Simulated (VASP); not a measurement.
# Os (P6_3/mmc) in VASP: single point with r2SCAN

Aim: the single point of Os with r2SCAN.

Everything below comes from runs of VASP 6.6.1. Logs are shortened: lines on timing, memory, paths and dates and some standing lists are left out, and cuts for length are marked.

### Step 1. The cell of the first run

It takes space group P6_3/mmc (No. 194, hexagonal). Conventional cell: a = 2.739 Å, b = 2.739 Å, c = 4.316 Å, α = 90.00°, β = 90.00°, γ = 120.00°. Within 3.5 Å of Os (site symmetry -6m2) lie 12 Os at 2.68 to 2.74 Å.

### Step 2. Single point, r2SCAN

The input, POSCAR:

```
Os
1.0
    2.7390104691      0.0000000000      0.0000000000
   -1.3695052345      2.3720526475      0.0000000000
    0.0000000000      0.0000000000      4.3162372575
Os
2
Direct
    0.3333333333      0.6666666667      0.2500000000
    0.6666666667      0.3333333333      0.7500000000
```

The input, INCAR.step1:

```
SYSTEM = Os
PREC = Accurate
ENCUT = 620
ISMEAR = -1
SIGMA = 0.1
LREAL = .FALSE.
LASPH = .TRUE.
NELM = 120
NBANDS = 23
GGA = PE
ALGO = Normal
EDIFF = 1E-5
LWAVE = .TRUE.
LCHARG = .FALSE.
GGA_COMPAT = .FALSE.
```

The input, INCAR.step2:

```
SYSTEM = Os
PREC = Accurate
ENCUT = 620
EDIFF = 1E-6
ISMEAR = -1
SIGMA = 0.1
LREAL = .FALSE.
LASPH = .TRUE.
NELM = 120
ALGO = Normal
ISIF = 2
LWAVE = .FALSE.
LCHARG = .FALSE.
METAGGA = R2SCAN
LMIXTAU = .TRUE.
NBANDS = 23
ISTART = 1
GGA_COMPAT = .FALSE.
```

The input, KPOINTS:

```
Automatic mesh
0
G
  14 14 8
  0 0 0
```

Potentials or basis: VASP PAW PBE potentials, release 64 (Os_sv_GW).

Launch:

```sh
$ cat potpaw_PBE.64/Os_sv_GW/POTCAR > POTCAR
$ cp INCAR.step1 INCAR
$ mpirun -np 1 vasp_std > vasp.out
$ cp INCAR.step2 INCAR
$ mpirun -np 1 vasp_std > vasp.out
```

OUTCAR:

```text
SYSTEM = Os
   PREC = Accurate
   ENCUT = 620
   EDIFF = 1E-6
   ISMEAR = -1
   LREAL = .FALSE.
   LASPH = .TRUE.
   NELM = 120
   ISIF = 2
   METAGGA = R2SCAN
   ISTART = 1

 ion  position               nearest neighbor table
   1  0.333  0.667  0.250-   2 2.68   2 2.68   2 2.68   2 2.68   2 2.68   2 2.68
   2  0.667  0.333  0.750-   1 2.68   1 2.68   1 2.68   1 2.68   1 2.68   1 2.68

  LATTYP: Found a hexagonal cell.
 ALAT       =     2.7390104691
 C/A-ratio  =     1.5758381745

  Lattice vectors:

 A1 = (   2.7390104691,   0.0000000000,   0.0000000000)
 A2 = (  -1.3695052345,   2.3720526475,   0.0000000000)
 A3 = (   0.0000000000,   0.0000000000,   4.3162372575)

Analysis of symmetry for initial positions (statically):
=====================================================================
 Subroutine PRICEL returns:
 Original cell was already a primitive cell.

 Routine SETGRP: Setting up the symmetry group for a
 hexagonal supercell.

 Subroutine GETGRP returns: Found 24 space group operations
 (whereof 12 operations were pure point group operations)
 out of a pool of 24 trial point group operations.

The static configuration has the point symmetry D_3d.
 The point group associated with its full space group is D_6h.

Analysis of symmetry for dynamics (positions and initial velocities):
=====================================================================
 Subroutine PRICEL returns:
 Original cell was already a primitive cell.

 Routine SETGRP: Setting up the symmetry group for a
 hexagonal supercell.

 Subroutine GETGRP returns: Found 24 space group operations
 (whereof 12 operations were pure point group operations)
 out of a pool of 24 trial point group operations.

The dynamic configuration has the point symmetry D_3d.
 The point group associated with its full space group is D_6h.

 Subroutine INISYM returns: Found 24 space group operations
 (whereof 12 operations are pure point group operations),
 and found     1 'primitive' translations

----------------------------------------------------------------------------------------

                                     Primitive cell

  volume of cell :      28.0429

  direct lattice vectors                    reciprocal lattice vectors
     2.739010469  0.000000000  0.000000000     0.365095355  0.210787902  0.000000000
    -1.369505235  2.372052647  0.000000000     0.000000000  0.421575803  0.000000000
     0.000000000  0.000000000  4.316237258     0.000000000  0.000000000  0.231683279

  length of vectors
     2.739010469  2.739010469  4.316237258     0.421575803  0.421575803  0.231683279

  position of ions in fractional coordinates (direct lattice)
     0.333333333  0.666666667  0.250000000
     0.666666667  0.333333333  0.750000000

  ion indices of the primitive-cell ions
   primitive index   ion index
                 1           1
                 2           2

----------------------------------------------------------------------------------------

 KPOINTS: Automatic mesh

Automatic generation of k-mesh.
 Grid dimensions read from file:
 generate k-points for:   14   14    8

 Generating k-lattice:

  Cartesian coordinates                     Fractional coordinates (reciprocal lattice)
     0.026078240  0.015056279  0.000000000     0.071428571  0.000000000  0.000000000
     0.000000000  0.030112557  0.000000000     0.000000000  0.071428571  0.000000000
     0.000000000  0.000000000  0.028960410     0.000000000  0.000000000  0.125000000

  Length of vectors
     0.030112557  0.030112557  0.028960410

  Shift w.r.t. Gamma in fractional coordinates (k-lattice)
     0.000000000  0.000000000  0.000000000

 Subroutine IBZKPT returns following result:
 ===========================================

 Found    120 irreducible k-points:

 Following reciprocal coordinates:
            Coordinates               Weight
  0.000000  0.000000  0.000000      1.000000
  0.071429  0.000000  0.000000      6.000000
  0.142857  0.000000  0.000000      6.000000
  0.214286  0.000000  0.000000      6.000000
  0.285714  0.000000  0.000000      6.000000
  0.357143 -0.000000  0.000000      6.000000
[... 16 lines left out ...]
  0.285714  0.285714  0.000000      6.000000
  0.357143  0.285714  0.000000      6.000000
 [... further k-points ...]
   k-points           NKPTS =    120   k-points in BZ     NKDIM =    120   number of bands    NBANDS=     23
   number of dos      NEDOS =    301   number of ions     NIONS =      2
   total plane-waves  NPLWV =  20736
   dimension x,y,z NGX =    24 NGY =   24 NGZ =   36
   dimension x,y,z NGXF=    48 NGYF=   48 NGZF=   72
   ions per type =               2
   NGX,Y,Z   is equivalent  to a cutoff of  14.57, 14.57, 13.87 a.u.
   NGXF,Y,Z  is equivalent  to a cutoff of  29.13, 29.13, 27.73 a.u.
 SYSTEM =  Os
   PREC   = accura    normal or accurate (medium, high low for compatibility)
   ISTART =      1    job   : 0-new  1-cont  2-samecut
   ICHARG =      0    charge: 1-file 2-atom 10-const
   ISPIN  =      1    spin polarized calculation?
   LNONCOLLINEAR =      F non collinear calculations
   LSORBIT =      F    spin-orbit coupling
   LASPH  =      T    aspherical Exc in radial PAW
   ENCUT  =  620.0 eV  45.57 Ry    6.75 a.u.   5.56  5.56  8.76*2*pi/ulx,y,z
   NELM   =    120;   NELMIN=  2; NELMDL=  0     # of ELM steps
   EDIFF  = 0.1E-05   stopping-criterion for ELM
   LREAL  =      F    real-space projection
   EDIFFG = 0.1E-04   stopping-criterion for IOM
   NSW    =      0    number of steps for IOM
   IBRION =     -1    ionic relax: 0-MD 1-quasi-New 2-CG
   NFREE  =      0    steps in history (QN), initial steepest desc. (CG)
   ISIF   =      2    stress and relaxation
   ISYM   =      2    0-nonsym 1-usesym 2-fastsym
   POTIM  = 0.5000    time-step for ionic-motion
   TEBEG  =    0.0;   TEEND  =   0.0 temperature during run
   PSTRESS=    0.0 pullay stress
   NELECT =      32.0000    total number of electrons
   NUPDOWN=      -1.0000    fix difference up-down
   EMIN   =  10.00;   EMAX   =-10.00  energy-range for DOS
   EFERMI =   0.00;   METHOD = LEGACY
   ISMEAR =    -1;   SIGMA  =   0.10  broadening in eV -4-tet -1-fermi 0-gaus
   EFERMI_NEDOS =   21; number of points for ismear=-14 and -15
   IALGO  =     38    algorithm
   IMIX   =      4    mixing-type and parameters
     AMIX     =   0.40;   BMIX     =  1.00
     AMIX_MAG =   1.60;   BMIX_MAG =  1.00
  volume/ion in A,a.u.               =      14.02        94.62
  Fermi-wavevector in a.u.,A,eV,Ry     =   1.710739  3.232828 39.819183  2.926627
  Thomas-Fermi vector in A             =   2.788982
   LORBIT       =      0    0 simple, 1 ext, 2 COOP (PROOUT), +10 PAW based schemes
   METAGGA = R2SCAN    functional components
   LHFCALC =     F    Hartree Fock is set to
   AEXX    =    0.0000 exact exchange contribution
   IVDW    =     0    specifies the selected vdW correction
   LEPSILON=     F    determine dielectric tensor
   LRPA    =     F    only Hartree local field effects (RPA)
 non-spin polarized calculation
  energy-cutoff  :      620.00
  volume of cell :       28.04
 maximum number of plane-waves:      1014
 NGX is ok and might be reduce to    24
   NGX = 11   NGY = 11   NGZ = 17

 number of electron      32.0000000 magnetization

 Free energy of the ion-electron system (eV)
  ---------------------------------------------------
  ext. energy  EPLUGINS =         0.00000000
  ---------------------------------------------------
  free energy    TOTEN  =      -108.20300765 eV

  energy without entropy =     -108.16072122  energy(sigma->0) =     -108.18186443

 E-fermi :  13.5660     XC(G=0): -16.0051

 val. band max:       13.5501936116   @ k =   0.2857   0.0714   0.0000
 cond. band min:      13.5666660666   @ k =   0.1429   0.0714   0.3750
 fundamental gap:      0.0164724549
 Fermi energy:        13.5659879042

 k-point     1 :       0.0000    0.0000    0.0000
  band No.  band energies     occupation
      1     -75.2326      2.00000
      2     -75.1015      2.00000
      3     -34.6016      2.00000
      4     -33.6080      2.00000
      5     -33.6080      2.00000
      6     -33.4180      2.00000
[... 15 lines left out ...]
     22      27.5179      0.00000
     23      30.0593      0.00000

 k-point     2 :       0.0714    0.0000    0.0000
  band No.  band energies     occupation
      1     -75.2279      2.00000
      2     -75.1000      2.00000
      3     -34.5831      2.00000
      4     -33.6474      2.00000
      5     -33.6214      2.00000
      6     -33.4592      2.00000
[... 15 lines left out ...]
     22      27.9651      0.00000
     23      30.3334      0.00000

 k-point     3 :       0.1429    0.0000    0.0000
  band No.  band energies     occupation
      1     -75.2150      2.00000
      2     -75.0959      2.00000
      3     -34.5293      2.00000
      4     -33.7577      2.00000
      5     -33.6581      2.00000
      6     -33.5731      2.00000
[... 15 lines left out ...]
     22      29.0815      0.00000
     23      30.9268      0.00000

 k-point     4 :       0.2143    0.0000    0.0000
  band No.  band energies     occupation
      1     -75.1954      2.00000
      2     -75.0899      2.00000
      3     -34.4451      2.00000
      4     -33.9161      2.00000
      5     -33.7329      2.00000
      6     -33.7091      2.00000
[... 15 lines left out ...]
     22      29.1136      0.00000
     23      30.3720      0.00000

 k-point     5 :       0.2857    0.0000    0.0000
  band No.  band energies     occupation
      1     -75.1724      2.00000
      2     -75.0845      2.00000
      3     -34.3398      2.00000
      4     -34.0918      2.00000
      5     -33.9042      2.00000
      6     -33.7637      2.00000
[... 434 lines left out ...]
 k-point    22 :       0.3571    0.2143    0.0000
  band No.  band energies     occupation
      1     -75.1123      2.00000
      2     -75.0851      2.00000
      3     -34.3009      2.00000
      4     -34.1132      2.00000
      5     -34.0020      2.00000
      6     -33.9923      2.00000
[... 15 lines left out ...]
     22      25.2429      0.00000
     23      27.8640      0.00000

 k-point    23 :       0.2857    0.2857    0.0000
  band No.  band energies     occupation
      1     -75.1100      2.00000
      2     -75.0860      2.00000
      3     -34.2607      2.00000
      4     -34.1227      2.00000
      5     -33.9900      2.00000
      6     -33.9865      2.00000
[... 15 lines left out ...]
     22      25.7108      0.00000
     23      28.3003      0.00000

 k-point    24 :       0.3571    0.2857    0.0000
  band No.  band energies     occupation
      1     -75.1015      2.00000
      2     -75.0907      2.00000
      3     -34.2653      2.00000
      4     -34.0667      2.00000
      5     -34.0643      2.00000
      6     -33.9196      2.00000
[... 15 lines left out ...]
     22      27.1211      0.00000
     23      28.9103      0.00000

 [... further k-points ...]

------------------------ aborting loop because EDIFF is reached ----------------------------------------

  FORCE on cell =-STRESS in cart. coord.  units (eV):
  Direction    XX          YY          ZZ          XY          YZ          ZX
  --------------------------------------------------------------------------------------
  -------------------------------------------------------------------------------------
  Total       -0.1383236     -0.1383236     -0.1359428     -0.0000000     -0.0000000      0.0000000
  in kB       -7.9028442     -7.9028442     -7.7668247     -0.0000000     -0.0000000      0.0000000
  external PRESSURE =      -7.8575043 kB  Pullay stress =       0.0000000 kB

 VOLUME and BASIS-vectors are now :
 -----------------------------------------------------------------------------
  energy-cutoff  :      620.00
  volume of cell :       28.04
      direct lattice vectors                 reciprocal lattice vectors
     2.739010469  0.000000000  0.000000000     0.365095355  0.210787902  0.000000000
    -1.369505235  2.372052647  0.000000000     0.000000000  0.421575803  0.000000000
     0.000000000  0.000000000  4.316237258     0.000000000  0.000000000  0.231683279

 POSITION                                       TOTAL-FORCE (eV/Angst)
 -----------------------------------------------------------------------------------
     -0.00000      1.58137      1.07906         0.000000      0.000000      0.000000
      1.36951      0.79068      3.23718        -0.000000     -0.000000      0.000000
 -----------------------------------------------------------------------------------
    total drift:                               -0.000000      0.000000     -0.000000

  FREE ENERGIE OF THE ION-ELECTRON SYSTEM (eV)
  ---------------------------------------------------
  free  energy   TOTEN  =      -108.2030076493 eV

  energy  without entropy=     -108.1607212205  energy(sigma->0) =     -108.18186443
```

It took 4.9 min on 1 thread of Intel Xeon Platinum 8259CL at 2.50GHz (Skylake/Cascade Lake), shared host; peak memory 0.23 GiB.

What came out:

```
Free energy            : -108.2030 eV
Pressure               : -0.8 GPa
Band gap on the k mesh : zero (bands 16 and 17 overlap by 3.91 eV)
```

Caveat: the PAW data sets were made with another functional, which shifts forces and pressure a little; spin-orbit coupling is left out, which moves the levels of the heavy elements.
